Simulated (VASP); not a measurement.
A run of VASP 6.6.1:

The input INCAR:

```
SYSTEM = BaHf3O2
PREC     = Accurate       ! precision mode
ENCUT    = 600            ! plane-wave cutoff, eV
EDIFF    = 1E-6           ! SCF threshold, eV
ISMEAR   = 0              ! smearing method
SIGMA    = 0.1            ! smearing width, eV
LREAL    = .False.        ! projectors in reciprocal space
LASPH    = .True.         ! aspherical terms in the spheres
NELM     = 100            ! most SCF steps
ALGO     = Normal         ! electronic algorithm
ISIF     = 3              ! what is computed and relaxed
LWAVE    = .False.        ! write WAVECAR
LCHARG   = .False.        ! write CHGCAR
GGA      = PE             ! functional
IBRION   = 2              ! ionic algorithm
NSW      = 100            ! ionic steps
EDIFFG   = -0.01          ! ionic threshold
```

The input KPOINTS:

```
regular mesh
0
Gamma
  6 6 12
  0 0 0
```

Contents of POSCAR:

```
BaHf3O2
1.0
    6.0056427900      0.0000000000      0.0000000000
   -3.0028214000      5.2010392300      0.0000000000
    0.0000000000      0.0000000000      3.4647543300
Ba Hf O
1 3 2
Direct
    0.0000000000      0.0000000000      0.5000000000
    0.0000000000      0.5000000000      0.0000000000
    0.5000000000      0.0000000000      0.0000000000
    0.5000000000      0.5000000000      0.0000000000
    0.3333333300      0.6666666700      0.5000000000
    0.6666666700      0.3333333300      0.5000000000
```

Potentials or basis: VASP PAW PBE potentials, release 64 (Ba_sv, Hf_pv, O).

Command:

```bash
$ cat potpaw_PBE.64/Ba_sv/POTCAR potpaw_PBE.64/Hf_pv/POTCAR potpaw_PBE.64/O/POTCAR > POTCAR
$ mpirun -np 1 vasp_std > vasp.out
```

Hardware: 1 thread of Intel(R) Xeon(R) 6975P-C (Granite Rapids), with other jobs on the host.

**Question.** How long does it take, and how much memory?

**Answer.** Run time: 11 min on 1 thread of Intel(R) Xeon(R) 6975P-C (Granite Rapids) (shared host), peak memory 0.39 GiB. Counts: scf iterations 110, k points 49, ion steps 13.
